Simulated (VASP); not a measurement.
# Na in VASP: single point with PBE

Aim: the single point of Na with PBE.

All numbers are computed with VASP 6.6.1; they aren't measurements. Logs are shortened: lines on timing, memory, paths and dates and some standing lists are left out, and cuts for length are marked.

## (1) The cell of the first run

The cell holds a disordered packing, 8 atoms: a = 8.215 Å, b = 6.207 Å, c = 6.287 Å, α = 87.25°, β = 80.98°, γ = 101.72°.

## (2) Single point, PBE

INCAR

```
  PREC = Accurate
  ENCUT = 520
  EDIFF = 1E-6
  ISMEAR = -1
  SIGMA = 0.1
  LREAL = False
  LASPH = True
  NELM = 80
  ALGO = Normal
  ISIF = 2
  LWAVE = False
  LCHARG = False
  GGA = PE
  NBANDS = 38
```

KPOINTS

```
Automatic mesh
0
Gamma
  3 3 3
  0 0.5 0.5
```

POSCAR

```
Na
1.0
    8.1736960000     -0.0384950000      0.8173440000
   -1.1798020000      6.0648440000     -0.5911670000
    0.3754780000      0.9858520000      6.1982180000
Na
8
Direct
    0.7875810000      0.9114310000      0.6729700000
    0.6312360000      0.3753670000      0.5860280000
    0.7794480000      0.2634000000      0.0739530000
    0.9730470000      0.8308830000      0.1635050000
    0.4269040000      0.7757630000      0.4544180000
    0.3951630000      0.9687750000      0.9535120000
    0.0552300000      0.4018190000      0.4734760000
    0.2212220000      0.4223470000      0.9385780000
```

Potentials or basis: VASP PAW PBE potentials, release 64 (Na_pv).

Launch:

```
> cat potpaw_PBE.64/Na_pv/POTCAR > POTCAR
> mpirun -np 1 vasp_std > vasp.out
```

OUTCAR:

```text
PREC = Accurate
   ENCUT = 520
   EDIFF = 1E-6
   ISMEAR = -1
   LREAL = False
   LASPH = True
   NELM = 80
   ISIF = 2
   GGA = PE

 ion  position               nearest neighbor table
   1  0.788  0.911  0.673-
   2  0.631  0.375  0.586-
   3  0.779  0.263  0.074-
   4  0.973  0.831  0.164-
   5  0.427  0.776  0.454-
   6  0.395  0.969  0.954-
   7  0.055  0.402  0.473-
   8  0.221  0.422  0.939-

  LATTYP: Found a triclinic cell.
 ALAT       =    17.5996295439
 B/A-ratio  =     0.4898041433
 C/A-ratio  =     0.9284347497
 COS(alpha) =     0.0018632453
 COS(beta)  =     0.4969970764
 COS(gamma) =     0.8596816421

  Lattice vectors:

 A1 = (  10.1044540000,  -4.1316350000,  13.8049470000)
 A2 = (   1.5552800000,  -5.0789920000,   6.7893850000)
 A3 = (  15.1675900000,   5.9878540000,   1.0435210000)

Analysis of symmetry for initial positions (statically):
=====================================================================
 Subroutine PRICEL returns:
 Original cell was already a primitive cell.

 Routine SETGRP: Setting up the symmetry group for a
 triclinic supercell.

 Subroutine GETGRP returns: Found  1 space group operations
 (whereof  1 operations were pure point group operations)
 out of a pool of  2 trial point group operations.

The static configuration has the point symmetry C_1 .

Analysis of symmetry for dynamics (positions and initial velocities):
=====================================================================
 Subroutine PRICEL returns:
 Original cell was already a primitive cell.

 Routine SETGRP: Setting up the symmetry group for a
 triclinic supercell.

 Subroutine GETGRP returns: Found  1 space group operations
 (whereof  1 operations were pure point group operations)
 out of a pool of  2 trial point group operations.

The dynamic configuration has the point symmetry C_1 .

 Subroutine INISYM returns: Found  1 space group operations
 (whereof  1 operations are pure point group operations),
 and found     1 'primitive' translations

----------------------------------------------------------------------------------------

                                     Primitive cell

  volume of cell :     308.9380

  direct lattice vectors                    reciprocal lattice vectors
     8.173696000 -0.038495000  0.817344000     0.123565331  0.022951852 -0.011135974
    -1.179802000  6.064844000 -0.591167000     0.003380551  0.162995333 -0.026129865
     0.375478000  0.985852000  6.198218000    -0.015971834  0.012519389  0.160312982

  length of vectors
     8.214550467  6.206749868  6.287351928     0.126171267  0.165111103  0.161592347

  position of ions in fractional coordinates (direct lattice)
     0.787581000  0.911431000  0.672970000
     0.631236000  0.375367000  0.586028000
     0.779448000  0.263400000  0.073953000
     0.973047000  0.830883000  0.163505000
     0.426904000  0.775763000  0.454418000
     0.395163000  0.968775000  0.953512000
     0.055230000  0.401819000  0.473476000
     0.221222000  0.422347000  0.938578000

  ion indices of the primitive-cell ions
   primitive index   ion index
                 1           1
                 2           2
                 3           3
                 4           4
                 5           5
                 6           6
                 7           7
                 8           8

----------------------------------------------------------------------------------------

 KPOINTS: Automatic mesh

Automatic generation of k-mesh.
 Grid dimensions read from file:
 generate k-points for:    3    3    3

 Generating k-lattice:

  Cartesian coordinates                     Fractional coordinates (reciprocal lattice)
     0.041188444  0.007650617 -0.003711991     0.333333333  0.000000000 -0.000000000
     0.001126850  0.054331778 -0.008709955     0.000000000  0.333333333  0.000000000
    -0.005323945  0.004173130  0.053437661     0.000000000  0.000000000  0.333333333

  Length of vectors
     0.042057089  0.055037034  0.053864116

  Shift w.r.t. Gamma in fractional coordinates (k-lattice)
     0.000000000  0.500000000  0.500000000

 Subroutine IBZKPT returns following result:
 ===========================================

 Found     14 irreducible k-points:

 Following reciprocal coordinates:
            Coordinates               Weight
  0.000000  0.166667  0.166667      2.000000
  0.333333  0.166667  0.166667      2.000000
 -0.333333  0.166667  0.166667      2.000000
  0.000000  0.500000  0.166667      2.000000
  0.333333  0.500000  0.166667      2.000000
 -0.333333  0.500000  0.166667      2.000000
  0.000000 -0.166667  0.166667      2.000000
  0.333333 -0.166667  0.166667      2.000000
 -0.333333 -0.166667  0.166667      2.000000
  0.000000  0.166667  0.500000      2.000000
  0.333333  0.166667  0.500000      2.000000
 -0.333333  0.166667  0.500000      2.000000
  0.000000  0.500000  0.500000      1.000000
  0.333333  0.500000  0.500000      2.000000
   k-points           NKPTS =     14   k-points in BZ     NKDIM =     14   number of bands    NBANDS=     38
   number of dos      NEDOS =    301   number of ions     NIONS =      8
   total plane-waves  NPLWV = 147456
   dimension x,y,z NGX =    64 NGY =   48 NGZ =   48
   dimension x,y,z NGXF=   128 NGYF=   96 NGZF=   96
   ions per type =               8
   NGX,Y,Z   is equivalent  to a cutoff of  12.95, 12.86, 12.69 a.u.
   NGXF,Y,Z  is equivalent  to a cutoff of  25.90, 25.71, 25.38 a.u.
 SYSTEM =  unknown system
   PREC   = accura    normal or accurate (medium, high low for compatibility)
   ISTART =      0    job   : 0-new  1-cont  2-samecut
   ICHARG =      2    charge: 1-file 2-atom 10-const
   ISPIN  =      1    spin polarized calculation?
   LNONCOLLINEAR =      F non collinear calculations
   LSORBIT =      F    spin-orbit coupling
   LASPH  =      T    aspherical Exc in radial PAW
   ENCUT  =  520.0 eV  38.22 Ry    6.18 a.u.  15.27 11.54 11.69*2*pi/ulx,y,z
   NELM   =     80;   NELMIN=  2; NELMDL= -5     # of ELM steps
   EDIFF  = 0.1E-05   stopping-criterion for ELM
   LREAL  =      F    real-space projection
   EDIFFG = 0.1E-04   stopping-criterion for IOM
   NSW    =      0    number of steps for IOM
   IBRION =     -1    ionic relax: 0-MD 1-quasi-New 2-CG
   NFREE  =      0    steps in history (QN), initial steepest desc. (CG)
   ISIF   =      2    stress and relaxation
   ISYM   =      2    0-nonsym 1-usesym 2-fastsym
   POTIM  = 0.5000    time-step for ionic-motion
   TEBEG  =    0.0;   TEEND  =   0.0 temperature during run
   PSTRESS=    0.0 pullay stress
   NELECT =      56.0000    total number of electrons
   NUPDOWN=      -1.0000    fix difference up-down
   EMIN   =  10.00;   EMAX   =-10.00  energy-range for DOS
   EFERMI =   0.00;   METHOD = LEGACY
   ISMEAR =    -1;   SIGMA  =   0.10  broadening in eV -4-tet -1-fermi 0-gaus
   EFERMI_NEDOS =   21; number of points for ismear=-14 and -15
   IALGO  =     38    algorithm
   IMIX   =      4    mixing-type and parameters
     AMIX     =   0.40;   BMIX     =  1.00
     AMIX_MAG =   1.60;   BMIX_MAG =  1.00
  volume/ion in A,a.u.               =      38.62       260.60
  Fermi-wavevector in a.u.,A,eV,Ry     =   0.926503  1.750838 11.679359  0.858409
  Thomas-Fermi vector in A             =   2.052473
   LORBIT       =      0    0 simple, 1 ext, 2 COOP (PROOUT), +10 PAW based schemes
   GGA     = PE    functional components
   LHFCALC =     F    Hartree Fock is set to
   AEXX    =    0.0000 exact exchange contribution
   IVDW    =     0    specifies the selected vdW correction
   LEPSILON=     F    determine dielectric tensor
   LRPA    =     F    only Hartree local field effects (RPA)
 non-spin polarized calculation
  energy-cutoff  :      520.00
  volume of cell :      308.94
 maximum number of plane-waves:      8333
 NGX is ok and might be reduce to    64
   NGX = 31   NGY = 23   NGZ = 23

 number of electron      56.0000007 magnetization

 Free energy of the ion-electron system (eV)
  ---------------------------------------------------
  ext. energy  EPLUGINS =         0.00000000
  ---------------------------------------------------
  free energy    TOTEN  =        -9.67041920 eV

  energy without entropy =       -9.52523292  energy(sigma->0) =       -9.59782606

 E-fermi :   0.1739     XC(G=0):  -6.3500

 val. band max:        0.1562119247   @ k =   0.0000   0.1667   0.1667
 cond. band min:       0.1770959392   @ k =   0.0000   0.1667   0.5000
 fundamental gap:      0.0208840145
 Fermi energy:         0.1738817041

 k-point     1 :       0.0000    0.1667    0.1667
  band No.  band energies     occupation
      1     -24.8781      2.00000
      2     -24.8644      2.00000
      3     -24.8578      2.00000
      4     -24.8543      2.00000
      5     -24.8521      2.00000
      6     -24.8394      2.00000
[... 30 lines left out ...]
     37       3.5684      0.00000
     38       3.8573      0.00000

 k-point     2 :       0.3333    0.1667    0.1667
  band No.  band energies     occupation
      1     -24.8782      2.00000
      2     -24.8643      2.00000
      3     -24.8580      2.00000
      4     -24.8541      2.00000
      5     -24.8523      2.00000
      6     -24.8393      2.00000
[... 30 lines left out ...]
     37       3.3211      0.00000
     38       3.6471      0.00000

 k-point     3 :      -0.3333    0.1667    0.1667
  band No.  band energies     occupation
      1     -24.8781      2.00000
      2     -24.8643      2.00000
      3     -24.8579      2.00000
      4     -24.8543      2.00000
      5     -24.8522      2.00000
      6     -24.8393      2.00000
[... 30 lines left out ...]
     37       3.0878      0.00000
     38       3.8203      0.00000

 k-point     4 :       0.0000    0.5000    0.1667
  band No.  band energies     occupation
      1     -24.8783      2.00000
      2     -24.8612      2.00000
      3     -24.8594      2.00000
      4     -24.8544      2.00000
      5     -24.8514      2.00000
      6     -24.8398      2.00000
[... 30 lines left out ...]
     37       3.7323      0.00000
     38       4.1594      0.00000
[... 293 lines left out ...]
      4     -24.8540      2.00000
      5     -24.8504      2.00000
      6     -24.8465      2.00000
[... 30 lines left out ...]
     37       4.0316      0.00000
     38       4.6973      0.00000

 k-point    13 :       0.0000    0.5000    0.5000
  band No.  band energies     occupation
      1     -24.8700      2.00000
      2     -24.8657      2.00000
      3     -24.8580      2.00000
      4     -24.8541      2.00000
      5     -24.8508      2.00000
      6     -24.8463      2.00000
[... 30 lines left out ...]
     37       5.8392      0.00000
     38       5.8604      0.00000

 k-point    14 :       0.3333    0.5000    0.5000
  band No.  band energies     occupation
      1     -24.8700      2.00000
      2     -24.8655      2.00000
      3     -24.8579      2.00000
      4     -24.8538      2.00000
      5     -24.8507      2.00000
      6     -24.8462      2.00000
[... 30 lines left out ...]
     37       4.7543      0.00000
     38       4.9536      0.00000

------------------------ aborting loop because EDIFF is reached ----------------------------------------

  FORCE on cell =-STRESS in cart. coord.  units (eV):
  Direction    XX          YY          ZZ          XY          YZ          ZX
  --------------------------------------------------------------------------------------
  -------------------------------------------------------------------------------------
  Total        1.0383432      1.0732702      1.4398295      0.3669743     -0.2706758     -0.2025141
  in kB        5.3849310      5.5660652      7.4670711      1.9031579     -1.4037462     -1.0502543
  external PRESSURE =       6.1393558 kB  Pullay stress =       0.0000000 kB

 VOLUME and BASIS-vectors are now :
 -----------------------------------------------------------------------------
  energy-cutoff  :      520.00
  volume of cell :      308.94
      direct lattice vectors                 reciprocal lattice vectors
     8.173696000 -0.038495000  0.817344000     0.123565331  0.022951852 -0.011135974
    -1.179802000  6.064844000 -0.591167000     0.003380551  0.162995333 -0.026129865
     0.375478000  0.985852000  6.198218000    -0.015971834  0.012519389  0.160312982

 POSITION                                       TOTAL-FORCE (eV/Angst)
 -----------------------------------------------------------------------------------
      5.61482      6.16082      4.27613         0.192754     -0.142153      0.125682
      4.93671      2.82998      3.92636        -0.161207      0.022847     -0.062948
      6.08798      1.64038      0.93974        -0.099080      0.124495      0.002016
      7.03451      5.16291      1.31756        -0.045164     -0.013374     -0.052756
      2.74476      5.13644      2.70690        -0.042254      0.075325     -0.198697
      2.44500      6.80028      5.66035        -0.032563      0.004397      0.072909
      0.15515      2.90162      2.74231         0.091645     -0.043818      0.083171
      1.66233      3.47825      5.74865         0.095870     -0.027719      0.030622
 -----------------------------------------------------------------------------------
    total drift:                               -0.001144      0.000708      0.001093

  FREE ENERGIE OF THE ION-ELECTRON SYSTEM (eV)
  ---------------------------------------------------
  free  energy   TOTEN  =        -9.6704191991 eV

  energy  without entropy=       -9.5252329194  energy(sigma->0) =       -9.59782606
```

Wall time 2 min (1 thread of Intel Xeon Platinum 8259CL at 2.50GHz (Skylake/Cascade Lake), shared host); peak memory 0.4 GiB.

What came out:

| Property | Result |
| --- | --- |
| Free energy | -9.6704 eV |
| Pressure | 0.6 GPa |
| Largest force | 0.270 eV/Å |
| Band gap on the k mesh | zero (bands 28 and 29 overlap by 0.43 eV) |

Forces on the atoms (eV/Å):
```
Na   0.193 -0.142  0.126
Na  -0.161  0.023 -0.063
Na  -0.099  0.124  0.002
Na  -0.045 -0.013 -0.053
Na  -0.042  0.075 -0.199
Na  -0.033  0.004  0.073
Na   0.092 -0.044  0.083
Na   0.096 -0.028  0.031
```
